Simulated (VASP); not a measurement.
# Te2Mo in VASP: settings compared

The runs below take Te2Mo through single point, with BLYP+D3(BJ), LDA, PBE, PBEsol.

Program: VASP 6.6.1. These are calculated values, not measurements. Logs are shortened: lines on timing, memory, paths and dates and some standing lists are left out, and cuts for length are marked.

**Measured values to compare with.**

From “Broadband infrared study of pressure-tunable Fano resonance and metallization transition in 2H-MoTe2”, 2022, pmc:9569381, for a bulk crystal of Te2Mo at 300 K: band gap 0.88 ± 0.05 eV (indirect).

The results are compared with them further down.

## 1. The cell of the first run

It takes space group P6_3/mmc (No. 194, hexagonal). The conventional cell has a = 3.587 Å, b = 3.587 Å, c = 14.248 Å, α = 90.00°, β = 90.00°, γ = 120.00°. Within 3.6 Å of Te (site symmetry 3m) lie 3 Mo at 2.77 Å and 6 Te at 3.59 Å. Mo (site symmetry -6m2) has 6 Te at 2.77 Å and 6 Mo at 3.59 Å within 3.6 Å.

## 2. Single point, BLYP+D3(BJ)

Input file INCAR:

```
PREC = Accurate
ENCUT = 520
EDIFF = 1E-6
ISMEAR = -1
SIGMA = 0.05
LREAL = False
LASPH = True
NELM = 80
ALGO = Normal
ISIF = 2
LWAVE = False
LCHARG = False
GGA = B5
ALDAX = 1.0
AGGAX = 1.0
AGGAC = 1.0
ALDAC = 0.0
IVDW = 12
NBANDS = 35
VDW_S6 = 1.0
VDW_S8 = 2.6996
VDW_A1 = 0.4298
VDW_A2 = 4.2359
```

Input file KPOINTS:

```
regular mesh
0
Gamma
  9 9 2
```

Input file POSCAR:

```
Te2Mo
1.0
    3.5872018318      0.0000000000      0.0000000000
   -1.7936009159      3.1066079149      0.0000000000
    0.0000000000      0.0000000000     14.2476617354
Te Mo
4 2
Direct
    0.6666666667      0.3333333333      0.3790000000
    0.3333333333      0.6666666667      0.8790000000
    0.6666666667      0.3333333333      0.1210000000
    0.3333333333      0.6666666667      0.6210000000
    0.6666666667      0.3333333333      0.7500000000
    0.3333333333      0.6666666667      0.2500000000
```

Potentials or basis: VASP PAW PBE potentials, release 64 (Te, Mo_sv).

The run is started by

```sh
$ cat potpaw_PBE.64/Te/POTCAR potpaw_PBE.64/Mo_sv/POTCAR > POTCAR
$ mpirun -np 1 vasp_std > vasp.out
```

OUTCAR:

```text
PREC = Accurate
   ENCUT = 520
   EDIFF = 1E-6
   ISMEAR = -1
   LREAL = False
   LASPH = True
   NELM = 80
   ISIF = 2
   GGA = B5
   IVDW = 12
 IVDW          = 12

 ion  position               nearest neighbor table
   1  0.667  0.333  0.379-   6 2.77   6 2.77   6 2.77   3 3.68
   2  0.333  0.667  0.879-   5 2.77   5 2.77   5 2.77   4 3.68
   3  0.667  0.333  0.121-   6 2.77   6 2.77   6 2.77   1 3.68
   4  0.333  0.667  0.621-   5 2.77   5 2.77   5 2.77   2 3.68
   5  0.667  0.333  0.750-   2 2.77   4 2.77   2 2.77   4 2.77   2 2.77   4 2.77
   6  0.333  0.667  0.250-   1 2.77   3 2.77   1 2.77   3 2.77   1 2.77   3 2.77

  LATTYP: Found a hexagonal cell.
 ALAT       =     3.5872018318
 C/A-ratio  =     3.9718037633

  Lattice vectors:

 A1 = (   3.5872018318,   0.0000000000,   0.0000000000)
 A2 = (  -1.7936009159,   3.1066079149,   0.0000000000)
 A3 = (   0.0000000000,   0.0000000000,  14.2476617354)

Analysis of symmetry for initial positions (statically):
=====================================================================
 Subroutine PRICEL returns:
 Original cell was already a primitive cell.

 Routine SETGRP: Setting up the symmetry group for a
 hexagonal supercell.

 Subroutine GETGRP returns: Found 24 space group operations
 (whereof 12 operations were pure point group operations)
 out of a pool of 24 trial point group operations.

The static configuration has the point symmetry D_3d.
 The point group associated with its full space group is D_6h.

Analysis of symmetry for dynamics (positions and initial velocities):
=====================================================================
 Subroutine PRICEL returns:
 Original cell was already a primitive cell.

 Routine SETGRP: Setting up the symmetry group for a
 hexagonal supercell.

 Subroutine GETGRP returns: Found 24 space group operations
 (whereof 12 operations were pure point group operations)
 out of a pool of 24 trial point group operations.

The dynamic configuration has the point symmetry D_3d.
 The point group associated with its full space group is D_6h.

 Subroutine INISYM returns: Found 24 space group operations
 (whereof 12 operations are pure point group operations),
 and found     1 'primitive' translations

----------------------------------------------------------------------------------------

                                     Primitive cell

  volume of cell :     158.7764

  direct lattice vectors                    reciprocal lattice vectors
     3.587201832  0.000000000  0.000000000     0.278768814  0.160947250  0.000000000
    -1.793600916  3.106607915  0.000000000     0.000000000  0.321894500  0.000000000
     0.000000000  0.000000000 14.247661735     0.000000000  0.000000000  0.070186955

  length of vectors
     3.587201832  3.587201832 14.247661735     0.321894500  0.321894500  0.070186955

  position of ions in fractional coordinates (direct lattice)
     0.666666667  0.333333333  0.379000000
     0.333333333  0.666666667  0.879000000
     0.666666667  0.333333333  0.121000000
     0.333333333  0.666666667  0.621000000
     0.666666667  0.333333333  0.750000000
     0.333333333  0.666666667  0.250000000

  ion indices of the primitive-cell ions
   primitive index   ion index
                 1           1
                 2           2
                 3           3
                 4           4
                 5           5
                 6           6

----------------------------------------------------------------------------------------

 KPOINTS: regular mesh

Automatic generation of k-mesh.
 Grid dimensions read from file:
 generate k-points for:    9    9    2

 Generating k-lattice:

  Cartesian coordinates                     Fractional coordinates (reciprocal lattice)
     0.030974313  0.017883028  0.000000000     0.111111111  0.000000000  0.000000000
     0.000000000  0.035766056  0.000000000     0.000000000  0.111111111  0.000000000
     0.000000000  0.000000000  0.035093478     0.000000000  0.000000000  0.500000000

  Length of vectors
     0.035766056  0.035766056  0.035093478

  Shift w.r.t. Gamma in fractional coordinates (k-lattice)
     0.000000000  0.000000000  0.000000000

 Subroutine IBZKPT returns following result:
 ===========================================

 Found     24 irreducible k-points:

 Following reciprocal coordinates:
            Coordinates               Weight
  0.000000  0.000000  0.000000      1.000000
  0.111111 -0.000000  0.000000      6.000000
  0.222222 -0.000000  0.000000      6.000000
  0.333333  0.000000  0.000000      6.000000
  0.444444 -0.000000  0.000000      6.000000
  0.111111  0.111111  0.000000      6.000000
[... 16 lines left out ...]
  0.333333  0.222222  0.500000     12.000000
  0.333333  0.333333  0.500000      2.000000
   k-points           NKPTS =     24   k-points in BZ     NKDIM =     24   number of bands    NBANDS=     35
   number of dos      NEDOS =    301   number of ions     NIONS =      6
   total plane-waves  NPLWV =  84672
   dimension x,y,z NGX =    28 NGY =   28 NGZ =  108
   dimension x,y,z NGXF=    56 NGYF=   56 NGZF=  216
   ions per type =               4   2
   NGX,Y,Z   is equivalent  to a cutoff of  12.98, 12.98, 12.60 a.u.
   NGXF,Y,Z  is equivalent  to a cutoff of  25.95, 25.95, 25.20 a.u.
 SYSTEM =  unknown system
   PREC   = accura    normal or accurate (medium, high low for compatibility)
   ISTART =      0    job   : 0-new  1-cont  2-samecut
   ICHARG =      2    charge: 1-file 2-atom 10-const
   ISPIN  =      1    spin polarized calculation?
   LNONCOLLINEAR =      F non collinear calculations
   LSORBIT =      F    spin-orbit coupling
   LASPH  =      T    aspherical Exc in radial PAW
   ENCUT  =  520.0 eV  38.22 Ry    6.18 a.u.   6.67  6.67 26.49*2*pi/ulx,y,z
   NELM   =     80;   NELMIN=  2; NELMDL= -5     # of ELM steps
   EDIFF  = 0.1E-05   stopping-criterion for ELM
   LREAL  =      F    real-space projection
   EDIFFG = 0.1E-04   stopping-criterion for IOM
   NSW    =      0    number of steps for IOM
   IBRION =     -1    ionic relax: 0-MD 1-quasi-New 2-CG
   NFREE  =      0    steps in history (QN), initial steepest desc. (CG)
   ISIF   =      2    stress and relaxation
   ISYM   =      2    0-nonsym 1-usesym 2-fastsym
   POTIM  = 0.5000    time-step for ionic-motion
   TEBEG  =    0.0;   TEEND  =   0.0 temperature during run
   PSTRESS=    0.0 pullay stress
   NELECT =      52.0000    total number of electrons
   NUPDOWN=      -1.0000    fix difference up-down
   EMIN   =  10.00;   EMAX   =-10.00  energy-range for DOS
   EFERMI =   0.00;   METHOD = LEGACY
   ISMEAR =    -1;   SIGMA  =   0.05  broadening in eV -4-tet -1-fermi 0-gaus
   EFERMI_NEDOS =   21; number of points for ismear=-14 and -15
   IALGO  =     38    algorithm
   IMIX   =      4    mixing-type and parameters
     AMIX     =   0.40;   BMIX     =  1.00
     AMIX_MAG =   1.60;   BMIX_MAG =  1.00
  volume/ion in A,a.u.               =      26.46       178.58
  Fermi-wavevector in a.u.,A,eV,Ry     =   1.128446  2.132453 17.325518  1.273390
  Thomas-Fermi vector in A             =   2.265136
   LORBIT       =      0    0 simple, 1 ext, 2 COOP (PROOUT), +10 PAW based schemes
   GGA     = B5    functional components
   LHFCALC =     F    Hartree Fock is set to
   AEXX    =    0.0000 exact exchange contribution
   IVDW    =    12    specifies the selected vdW correction
   LEPSILON=     F    determine dielectric tensor
   LRPA    =     F    only Hartree local field effects (RPA)
 non-spin polarized calculation
  energy-cutoff  :      520.00
  volume of cell :      158.78
 maximum number of plane-waves:      4337
 NGX is ok and might be reduce to    28
   NGX = 13   NGY = 13   NGZ = 53

 number of electron      52.0000002 magnetization

 Free energy of the ion-electron system (eV)
  ---------------------------------------------------
  ext. energy  EPLUGINS =         0.00000000
  ---------------------------------------------------
  free energy    TOTEN  =       -30.38233038 eV

  energy without entropy =      -30.38230747  energy(sigma->0) =      -30.38231893

 E-fermi :   8.2314     XC(G=0):  -9.5419

 val. band max:        7.8510623111   @ k =   0.0000   0.0000   0.0000
 cond. band min:       8.6706287536   @ k =   0.2222   0.2222   0.0000
 fundamental gap:      0.8195664425
 Fermi energy:         8.2314009245

 k-point     1 :       0.0000    0.0000    0.0000
  band No.  band energies     occupation
      1     -52.8087      2.00000
      2     -52.8087      2.00000
      3     -27.0607      2.00000
      4     -27.0607      2.00000
      5     -26.9707      2.00000
      6     -26.9707      2.00000
[... 27 lines left out ...]
     34      10.8817      0.00000
     35      13.3221      0.00000

 k-point     2 :       0.1111   -0.0000    0.0000
  band No.  band energies     occupation
      1     -52.8078      2.00000
      2     -52.8078      2.00000
      3     -27.0581      2.00000
      4     -27.0581      2.00000
      5     -26.9826      2.00000
      6     -26.9826      2.00000
[... 27 lines left out ...]
     34      10.7913      0.00000
     35      13.8895      0.00000

 k-point     3 :       0.2222   -0.0000    0.0000
  band No.  band energies     occupation
      1     -52.8057      2.00000
      2     -52.8057      2.00000
      3     -27.0517      2.00000
      4     -27.0517      2.00000
      5     -27.0126      2.00000
      6     -27.0126      2.00000
[... 27 lines left out ...]
     34      11.0805      0.00000
     35      14.0456      0.00000
[... 723 lines left out ...]
 k-point    23 :       0.3333    0.2222    0.5000
  band No.  band energies     occupation
      1     -52.8009      2.00000
      2     -52.8009      2.00000
      3     -27.0566      2.00000
      4     -27.0566      2.00000
      5     -27.0376      2.00000
      6     -27.0376      2.00000
[... 27 lines left out ...]
     34      11.1935      0.00000
     35      12.8160      0.00000

 k-point    24 :       0.3333    0.3333    0.5000
  band No.  band energies     occupation
      1     -52.8005      2.00000
      2     -52.8005      2.00000
      3     -27.0470      2.00000
      4     -27.0470      2.00000
      5     -27.0363      2.00000
      6     -27.0363      2.00000
[... 27 lines left out ...]
     34      11.2351      0.00000
     35      12.9008      0.00000

------------------------ aborting loop because EDIFF is reached ----------------------------------------

 Edisp (eV)   -7.12488

 E8    (eV) :    -5.3781

  FORCE on cell =-STRESS in cart. coord.  units (eV):
  Direction    XX          YY          ZZ          XY          YZ          ZX
  --------------------------------------------------------------------------------------
  -------------------------------------------------------------------------------------
  Total      -3.16083    -3.16083    -4.96735     0.00000     0.00000     0.00000
  in kB     -31.89527   -31.89527   -50.12448     0.00000     0.00000     0.00000
  external pressure =      -37.97 kB  Pullay stress =        0.00 kB

 VOLUME and BASIS-vectors are now :
 -----------------------------------------------------------------------------
  energy-cutoff  :      520.00
  volume of cell :      158.78
      direct lattice vectors                 reciprocal lattice vectors
     3.587201832  0.000000000  0.000000000     0.278768814  0.160947250  0.000000000
    -1.793600916  3.106607915  0.000000000     0.000000000  0.321894500  0.000000000
     0.000000000  0.000000000 14.247661735     0.000000000  0.000000000  0.070186955

 POSITION                                       TOTAL-FORCE (eV/Angst)
 -----------------------------------------------------------------------------------
      1.79360      1.03554      5.39986         0.000000      0.000000     -0.256158
     -0.00000      2.07107     12.52369         0.000000     -0.000000     -0.256158
      1.79360      1.03554      1.72397         0.000000      0.000000      0.256158
     -0.00000      2.07107      8.84780         0.000000     -0.000000      0.256158
      1.79360      1.03554     10.68575         0.000000     -0.000000      0.000000
     -0.00000      2.07107      3.56192        -0.000000     -0.000000      0.000000
 -----------------------------------------------------------------------------------
    total drift:                               -0.000000      0.000000     -0.000000

  FREE ENERGIE OF THE ION-ELECTRON SYSTEM (eV)
  ---------------------------------------------------
  free  energy   TOTEN  =       -37.5072080898 eV

  energy  without entropy=      -37.5071851810  energy(sigma->0) =      -37.50719664
```

Run time: 1.9 min. Hardware: 1 thread of AMD EPYC 9R45 (Zen 5), shared host; peak memory 0.31 GiB.

What came out:

```yaml
Free_energy: -37.5072 eV
Pressure: -3.8 GPa
Largest_force: 0.256 eV/Å
Band_gap_on_the_k_mesh: 0.82 eV, indirect (least direct gap 0.96 eV)
Dispersion_energy_per_atom: -1.187 eV
```

Forces in eV/Å, atoms in the order of the input:
```
Te   0.000  0.000 -0.256
Te   0.000  0.000 -0.256
Te   0.000  0.000  0.256
Te   0.000  0.000  0.256
Mo   0.000  0.000  0.000
Mo   0.000  0.000  0.000
```

Stress tensor (GPa, compression positive):
```
-3.19  0.00  0.00
 0.00 -3.19  0.00
 0.00  0.00 -5.01
```

Caveat: the PAW data sets were made with another functional, which shifts forces and pressure a little; spin-orbit coupling is left out, which moves the levels of the heavy elements. BLYP gaps usually lie below the measured ones, often by a third to a half.

## 3. Single point, LDA

This run uses another cell than the first one, of 24.96 Å³/atom, 0.943 times its volume.

Input file INCAR:

```
PREC = Accurate
ENCUT = 520
EDIFF = 1E-6
ISMEAR = -1
SIGMA = 0.05
LREAL = False
LASPH = True
NELM = 100
ALGO = Normal
ISIF = 2
LWAVE = False
LCHARG = False
NBANDS = 35
```

KPOINTS is that of step 2.

POSCAR, as its differences from that of step 2:

```diff
@@ -2,5 +2,5 @@
 1.0
-    3.5872018318      0.0000000000      0.0000000000
-   -1.7936009159      3.1066079149      0.0000000000
-    0.0000000000      0.0000000000     14.2476617354
+    3.5182000000      0.0000000000      0.0000000000
+   -1.7591000000      3.0468505756      0.0000000000
+    0.0000000000      0.0000000000     13.9736000000
 Te Mo
```

Potentials or basis: VASP PAW LDA potentials, release 64 (Te, Mo_sv).

The run is started by

```sh
$ cat potpaw_LDA.64/Te/POTCAR potpaw_LDA.64/Mo_sv/POTCAR > POTCAR
$ mpirun -np 1 vasp_std > vasp.out
```

Wall time 2.2 min (1 thread of Intel Xeon 6975P-C, shared host); peak memory 0.28 GiB.

It converged, with:

| Item | Value |
| --- | --- |
| Free energy | -41.2243 eV |
| Pressure | -2.8 GPa |
| Largest force | 0.240 eV/Å |
| Band gap on the k mesh | 0.75 eV, indirect (least direct gap 1.03 eV) |

Forces in eV/Å, atoms in the order of the input:
```
Te   0.000  0.000 -0.240
Te   0.000  0.000 -0.240
Te   0.000  0.000  0.240
Te   0.000  0.000  0.240
Mo   0.000  0.000  0.000
Mo   0.000  0.000  0.000
```

Stress tensor (GPa, compression positive):
```
-2.88  0.00  0.00
 0.00 -2.88  0.00
 0.00  0.00 -2.66
```

Levels at points of the mesh, in eV from the valence-band top:
| k point | band 23 | band 24 | band 25 | band 26 | band 27 | band 28 | band 29 | band 30 |
| --- | --- | --- | --- | --- | --- | --- | --- | --- |
| (0.00, 0.00, 0.00) | -1.03 | -1.03 | -0.31 | 0.00 | 2.88 | 2.88 | 3.01 | 3.01 |
| (0.00, 0.00, 0.50) | -1.05 | -1.05 | -0.08 | -0.08 | 2.92 | 2.92 | 2.92 | 2.92 |

Caveat: spin-orbit coupling is left out, which moves the levels of the heavy elements.

## 4. Single point, PBE

This run uses another cell than the first one, of 24.96 Å³/atom, 0.943 times its volume.

Input file INCAR:

```
  ALGO = Normal
  EDIFF = 1E-7
  ENCUT = 520
  GGA = PE
  ISIF = 2
  ISMEAR = -1
  LASPH = T
  LCHARG = F
  LREAL = F
  LWAVE = F
  NBANDS = 35
  NELM = 80
  PREC = Accurate
  SIGMA = 0.05
```

Input file KPOINTS:

```
k-points
0
Gamma
  15 15 4
```

POSCAR is that of step 3.

Potentials or basis: VASP PAW PBE potentials, release 64 (Te, Mo_sv).

The run is started by

```sh
$ cat potpaw_PBE.64/Te/POTCAR potpaw_PBE.64/Mo_sv/POTCAR > POTCAR
$ mpirun -np 1 vasp_std > vasp.out
```

Wall time 11 min (1 thread of AMD EPYC 7R13 (Zen 3), shared host); peak memory 0.48 GiB.

The run converged. Its results:

```
Free energy            : -35.9875 eV
Pressure               : 2.9 GPa
Largest force          : 0.189 eV/Å
Band gap on the k mesh : 0.70 eV, indirect (least direct gap 1.04 eV)
```

Forces on the atoms (eV/Å):
```
Te   0.000  0.000  0.189
Te   0.000  0.000  0.189
Te   0.000  0.000 -0.189
Te   0.000  0.000 -0.189
Mo   0.000  0.000  0.000
Mo   0.000  0.000  0.000
```

Stress tensor (GPa, compression positive):
```
2.68 0.00 0.00
0.00 2.68 0.00
0.00 0.00 3.44
```

Levels at points of the mesh, in eV from the valence-band top:
| k point | band 22 | band 23 | band 24 | band 25 | band 26 | band 27 | band 28 | band 29 | band 30 | band 31 |
| --- | --- | --- | --- | --- | --- | --- | --- | --- | --- | --- |
| (0.00, 0.00, 0.00) | -1.06 | -1.03 | -1.03 | -0.32 | 0.00 | 2.90 | 2.90 | 3.03 | 3.03 | 3.13 |
| (0.00, 0.00, 0.50) | -1.04 | -1.04 | -1.04 | -0.08 | -0.08 | 2.94 | 2.94 | 2.94 | 2.94 | 3.28 |

Caveat: spin-orbit coupling is left out, which moves the levels of the heavy elements; this functional lacks dispersion, which binds the layers, so the pressure and a relaxed spacing across them are unreliable.

(Continued in part 2 of 2.)
